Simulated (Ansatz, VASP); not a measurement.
# ZnIr2: VASP beside Ansatz

```
Zn Ir
1.0
     4.37450    0.00000    0.00000
    -2.18725    3.78843    0.00000
     0.00000    0.00000    2.71250
Zn Ir
1 2
Cartesian
  0.0000 0.0000 0.0000
  0.0000 2.5256 1.3563
  2.1873 1.2628 1.3563
```

Alike in both runs: functional PBE; k mesh 12 × 12 × 16; occupations gaussian, width 0.1 eV; no spin polarisation.

Ansatz relaxed the structure, and its values are those at the end. VASP's run is a single point on that final structure, the one shown.

|  | VASP | Ansatz |
| --- | --- | --- |
| version | VASP 6.6.1 | Ansatz 0.2.0 |
| potentials or method | VASP PAW PBE potentials, release 64 (Zn, Ir), cutoff 520 eV | scalar-relativistic, plane waves, PAW |
| valence electrons in the cell | 30 | 46 |

Ansatz gave:

```
gap on the k mesh at the Fermi level (eV) : none
pressure (GPa)                            : 0.0
```

Q: Which values does VASP return?

A: gap on the k mesh at the Fermi level (eV): none; pressure (GPa): 0.3.

A gap of «none» marks a metal or a gap that the smearing closes. With one functional, cell and mesh, what is left measures potentials, basis and numerics. VASP's potentials hold 30 valence electrons a cell and Ansatz's 46, so a difference there can come from the potentials and not from the codes.

Neither program's run includes spin-orbit coupling.
